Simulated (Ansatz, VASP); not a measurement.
# One calculation of Cs2Na, two programs

```
Cs Na
1.0
     0.00000    6.38641    6.38641
     6.38641    0.00000    6.38641
     6.38641    6.38641    0.00000
Cs Na
4 2
Direct
  0.12500 0.12500 0.12500
  0.62500 0.12500 0.12500
  0.12500 0.12500 0.62500
  0.12500 0.62500 0.12500
  0.50000 0.50000 0.50000
  0.75000 0.75000 0.75000
```

Alike in both runs: task relaxation of cell and atoms; functional PBE; k mesh 6 × 6 × 6; occupations gaussian, width 0.1 eV; no spin polarisation.

|  | VASP | Ansatz |
| --- | --- | --- |
| version | VASP 6.6.1 | Ansatz 0.2.0 |
| potentials or method | VASP PAW PBE potentials, release 64 (Cs_sv, Na_pv), cutoff 600 eV | scalar-relativistic, plane waves, PAW |
| valence electrons in the cell | 50 | 54 |

Ansatz gave:

* gap on the k mesh at the Fermi level, each at its own relaxed structure (eV): none
* relaxed volume (Å³/atom): 89.28
* relaxed length of the cell vector where the two differ most in proportion (Å): 9.116

Q: Estimate VASP's values.

A: gap on the k mesh at the Fermi level, each at its own relaxed structure (eV): none; relaxed volume (Å³/atom): 88.79; relaxed length of the cell vector where the two differ most in proportion (Å): 9.099.

A gap of «none» marks a metal or a gap that the smearing closes. VASP's potentials hold 50 valence electrons a cell and Ansatz's 54, so a difference there can come from the potentials and not from the codes.

Spin-orbit coupling is off throughout.
